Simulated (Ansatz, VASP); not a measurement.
**F: VASP beside Ansatz**

Contents of INCAR:

```
SYSTEM = F
PREC     = Accurate       ! precision mode
ENCUT    = 520            ! plane-wave cutoff, eV
EDIFF    = 1E-7           ! SCF threshold, eV
ISMEAR   = 0              ! smearing method
SIGMA    = 0.05           ! smearing width, eV
LREAL    = .False.        ! projectors in reciprocal space
LASPH    = .True.         ! aspherical terms in the spheres
NELM     = 80             ! most SCF steps
ALGO     = Normal         ! electronic algorithm
ISIF     = 2              ! what is computed and relaxed
LWAVE    = .False.        ! write WAVECAR
LCHARG   = .True.         ! write CHGCAR
GGA      = PS             ! functional
LELF     = .True.         ! ELF
LVHAR    = .True.       
NBANDS   = 22             ! bands
```

KPOINTS

```
Automatic mesh
0
Gamma
  4 4 2
  0 0 0
```

Contents of POSCAR:

```
F
1.0
    3.3604345075     -1.8114395823     -0.2591856992
    3.3604345075      1.8114395823     -0.2591856992
   -2.5626831648      0.0000000000      7.2691882537
F
4
Direct
    0.0848459664      0.0848459664      0.0940038325
    0.9151540336      0.9151540336      0.9059961675
    0.5015719855      0.5015719855      0.5937195244
    0.4984280145      0.4984280145      0.4062804756
```

Input for Ansatz:

```yaml
crystal:
  lattice:
    - [3.3604345075, -1.8114395823, -0.2591856992]
    - [3.3604345075, 1.8114395823, -0.2591856992]
    - [-2.5626831648, 0.0, 7.2691882537]
  atoms:
    - { symbol: F, position: [0.0848459664, 0.0848459664, 0.0940038325] }
    - { symbol: F, position: [0.9151540336, 0.9151540336, 0.9059961675] }
    - { symbol: F, position: [0.5015719855, 0.5015719855, 0.5937195244] }
    - { symbol: F, position: [0.4984280145, 0.4984280145, 0.4062804756] }
basis:
  ecutwfc: 520.0
kpoints:
  mp_grid: { grid: [4, 4, 2] }
hamiltonian:
  xc: pbesol
scf:
  occupations: { method: gaussian, width: 0.05 }
output:
  forces: true
  stress: true
  eigenvalues: true
```

Change from the starting cell: volume 21.523 Å^3 an atom, stretch along a over the lengths across it, relative to the relaxed cell 1.0662.

Alike in both runs: task single point; functional PBEsol; k mesh 4 × 4 × 2; occupations gaussian, width 0.05 eV; no spin polarisation.

|  | VASP | Ansatz |
| --- | --- | --- |
| version | VASP 6.6.1 | Ansatz 0.2.0 |
| potentials or method | VASP PAW PBE potentials, release 64 (F), cutoff 520 eV | scalar-relativistic, plane waves, PAW |
| valence electrons in the cell | 28 | 28 |

Ansatz gave:

| Quantity | Value |
| --- | --- |
| gap on the k mesh at the Fermi level (eV) | 2.77 |
| least direct gap on the mesh (eV) | 2.84 |
| pressure (GPa) | -2.3 |
| traceless stress, the component that is largest in VASP (GPa) | -3.40 |
| rms of the force components (eV/Å) | 0.704 |

Task: Which values does VASP return?

Result: gap on the k mesh at the Fermi level (eV): 2.70; least direct gap on the mesh (eV): 2.77; pressure (GPa): -2.1; traceless stress, the component that is largest in VASP (GPa): -2.37; rms of the force components (eV/Å): 0.496.

VASP's potentials were made for PBE, not for PBEsol. Atom by atom the forces differ by 0.208 eV/Å (rms over components).

The k mesh is coarse, so the values compare programs but aren't converged.
